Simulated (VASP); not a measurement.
SiMo3, 8 atoms in the cell. It takes space group Pm-3n (No. 223, cubic). The conventional cell has a = 5.077 Å, b = 5.077 Å, c = 5.077 Å, α = 90.00°, β = 90.00°, γ = 90.00°. Si (site symmetry m-3) has 12 Mo at 2.84 Å within 3.7 Å. Within 3.4 Å of Mo (site symmetry -4m2) lie 10 Mo at 2.54 to 3.11 Å and 4 Si at 2.84 Å. 

```yaml
Program: VASP 6.6.1
Task: single point
Functional: PBEsol
Potentials_or_basis: VASP PAW PBE potentials, release 64 (Si, Mo_sv)
Cutoff: 520 eV
k_mesh: 8 × 8 × 8
Occupations: gaussian, width 0.05 eV
Spin: no spin polarisation
Dipole_correction: no
Further_INCAR_settings: ALGO = Fast; EDIFF = 1e-06; NBANDS = 56
```

Potentials or basis: VASP PAW PBE potentials, release 64 (Si, Mo_sv).

Launch:

```bash
$ cat potpaw_PBE.64/Si/POTCAR potpaw_PBE.64/Mo_sv/POTCAR > POTCAR
$ mpirun -np 1 vasp_std > vasp.out
```

Hardware: 1 thread of Intel(R) Xeon(R) Platinum 8488C (Sapphire Rapids), on a shared host.

Task: Estimate the wall time of this run.

Result: It took 3.6 min on 1 thread of Intel(R) Xeon(R) Platinum 8488C (Sapphire Rapids), on a shared host, peak memory 0.35 GiB. Counts: scf iterations 17, k points 35.
